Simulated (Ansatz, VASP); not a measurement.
**Two plane-wave programs on Al3BN2**

```
Al B N
1.0
    -2.70636    2.70636    3.18393
     2.70636   -2.70636    3.18393
     2.70636    2.70636   -3.18393
Al B N
3 1 2
Cartesian
  0.0000 2.7064 0.0000
  2.7064 0.0000 0.0000
  0.0000 0.0000 0.0000
  0.0000 0.0000 3.1839
  0.0000 0.0000 1.8482
  0.0000 0.0000 4.5196
```

Alike in both runs: functional PBE; k mesh 6 × 6 × 6; occupations gaussian, width 0.1 eV; no spin polarisation.

Ansatz relaxed the structure, and its values are those at the end. VASP's run is a single point on that final structure, the one shown.

|  | VASP | Ansatz |
| --- | --- | --- |
| version | VASP 6.6.1 | Ansatz 0.2.0 |
| potentials or method | VASP PAW PBE potentials, release 64 (Al, B, N), cutoff 520 eV | scalar-relativistic, plane waves, PAW |
| valence electrons in the cell | 22 | 22 |

|  | VASP | Ansatz | Ansatz less VASP |
| --- | --- | --- | --- |
| gap on the k mesh at the Fermi level (eV) | none | none | - |
| pressure (GPa) | 0.0 | 0.1 | +0.12 |
| rms of the force components (eV/Å) | 0.013 | 0.013 | +0.0005 |

A gap of «none» marks a metal or a gap that the smearing closes. With one functional, cell and mesh, what is left measures potentials, basis and numerics.
